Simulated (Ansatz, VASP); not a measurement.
Pt: VASP beside Ansatz

Contents of INCAR:

```
SYSTEM = Pt
  ALGO = Fast
  EDIFF = 1E-7
  ENCUT = 520
  GGA = PS
  ISIF = 2
  ISMEAR = 0
  LASPH = .TRUE.
  LCHARG = .TRUE.
  LELF = .TRUE.
  LREAL = .FALSE.
  LVHAR = .TRUE.
  LWAVE = .FALSE.
  NBANDS = 11
  NELM = 60
  PREC = Accurate
  SIGMA = 0.15
```

Contents of KPOINTS:

```
k-points
0
G
  24 24 24
  0 0 0
```

Contents of POSCAR:

```
Pt
1.0
    0.0000000000      2.2602304467      1.4691497903
    2.2602304467      0.0000000000      1.4691497903
    2.2602304467      2.2602304467      0.0000000000
Pt
1
Direct
    0.0000000000      0.0000000000      0.0000000000
```

Input for Ansatz:

```yaml
crystal:
  lattice:
    - [0.0, 2.2602304467, 1.4691497903]
    - [2.2602304467, 0.0, 1.4691497903]
    - [2.2602304467, 2.2602304467, 0.0]
  atoms:
    - { symbol: Pt, position: [0.0, 0.0, 0.0] }
basis:
  ecutwfc: 420
kpoints:
  mp_grid: { grid: [24, 24, 24] }
hamiltonian:
  xc: pbesol
scf:
  occupations: { method: gaussian, width: 0.15 }
output:
  forces: true
  stress: true
  eigenvalues: true
```

Alike in both runs: task single point; functional PBEsol; k mesh 24 × 24 × 24; occupations gaussian, width 0.15 eV; no spin polarisation.

```csv
,VASP,Ansatz
version,VASP 6.6.1,Ansatz 0.2.0
potentials or method,"VASP PAW PBE potentials, release 64 (Pt), cutoff 520 eV","scalar-relativistic, plane waves, PAW"
valence electrons in the cell,10,18
```

|  | VASP | Ansatz | Ansatz less VASP |
| --- | --- | --- | --- |
| gap on the k mesh at the Fermi level (eV) | none | none | - |
| pressure (GPa) | 3.1 | 3.4 | +0.35 |
| traceless stress, the component that is largest in VASP (GPa) | -6.37 | -6.39 | -0.020 |

VASP's potentials were made for PBE, not for PBEsol. A gap of «none» marks a metal or a gap that the smearing closes. The functional is the same, so the differences come from potentials, cutoffs and numerics. VASP's potentials hold 10 valence electrons a cell and Ansatz's 18, so a difference there can come from the potentials and not from the codes.

Spin-orbit coupling is off throughout.
